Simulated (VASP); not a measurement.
Runs of VASP 6.6.1 on ZrH3. The structure is that of space group Pm-3m (No. 221), or close to it. The cells are those of the table. 

```csv
task,cell,cutoff (eV),gap on the mesh (eV),pressure (GPa)
single point,"a = 3.047 Å, 4 atoms",520,none,9.9
single point,"a = 3.099 Å, 4 atoms",520,none,1.9
relaxation of cell and atoms,"relaxed to 2 GPa from a = 3.126 Å, 4 atoms",600,none,1.9
single point,"a = 3.114 Å, 4 atoms",520,none,-0.1
single point,"a = 3.130 Å, 4 atoms",520,none,(a)
relaxation of cell and atoms,"relaxed to 5 GPa from a = 3.126 Å, 4 atoms",600,none,5.0
single point,"a = 3.078 Å, 4 atoms",520,none,4.9
relaxation of cell and atoms,"relaxed from a = 3.126 Å, 4 atoms",600,none,-0.1
```

Alike in all rows: level r2SCAN; potentials or basis VASP PAW PBE potentials, release 64 (Zr_sv, H); no spin polarisation; k mesh 7 × 7 × 7; smearing methfessel-paxton 0.1 eV.

Question: Estimate the missing entries.

Answer: (a) -2.1.

Caveats: the PAW data sets were made with another functional, which shifts forces and pressure a little; the cell is relaxed towards a set pressure, so the enthalpy falls and the energy may rise (some runs).

A k mesh can miss the band edges, and the runs leave out spin-orbit coupling on Zr.

A gap of «none» marks levels without a gap at the run's occupations.
